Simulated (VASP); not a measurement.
Set up this calculation in VASP 6.6.1, as the native input.

| Property | Result |
| --- | --- |
| Task | single point |
| Functional | PBEsol |
| Potentials or basis | VASP PAW PBE potentials, release 64 (La, Hg) |
| Cutoff | 520 eV |
| k mesh | 6 × 6 × 6 |
| Occupations | fermi-dirac, width 0.1 eV |
| Spin | no spin polarisation |
| Dipole correction | no |
| Further INCAR settings | ALGO = Normal; EDIFF = 1e-06; NBANDS = 24 |

The structure of LaHg2 lies in POSCAR:

```
LaHg2
1.0
    4.9600000000      0.0000000000      0.0000000000
   -2.4800000000      4.2954860000      0.0000000000
    0.0000000000      0.0000000000      3.6500000000
La Hg
1 2
Direct
    0.0000000000      0.0000000000      0.0000000000
    0.3333333333      0.6666666667      0.4500000000
    0.6666666667      0.3333333333      0.5500000000
```

One way to write it, as run:

INCAR

```
PREC = Accurate
ENCUT = 520
EDIFF = 1E-6
ISMEAR = -1
SIGMA = 0.1
LREAL = F
LASPH = T
NELM = 60
ALGO = Normal
ISIF = 2
LWAVE = F
LCHARG = T
GGA = PS
LELF = T
LVHAR = T
NBANDS = 24
```

KPOINTS

```
regular mesh
0
Gamma
  6 6 6
```

Potentials or basis: VASP PAW PBE potentials, release 64 (La, Hg).

Command:

```console
$ cat potpaw_PBE.64/La/POTCAR potpaw_PBE.64/Hg/POTCAR > POTCAR
$ mpirun -np 1 vasp_std > vasp.out
```

Results of the run:

| Item | Value |
| --- | --- |
| Pressure | -0.5 GPa |
| Largest force | 0.270 eV/Å |

Caveat: the PAW data sets were made with another functional, which shifts forces and pressure a little.

It took 85 s on 1 thread of Intel(R) Xeon(R) Platinum 8375C CPU @ 2.90GHz (Ice Lake), with other jobs on the host, peak memory 0.24 GiB.
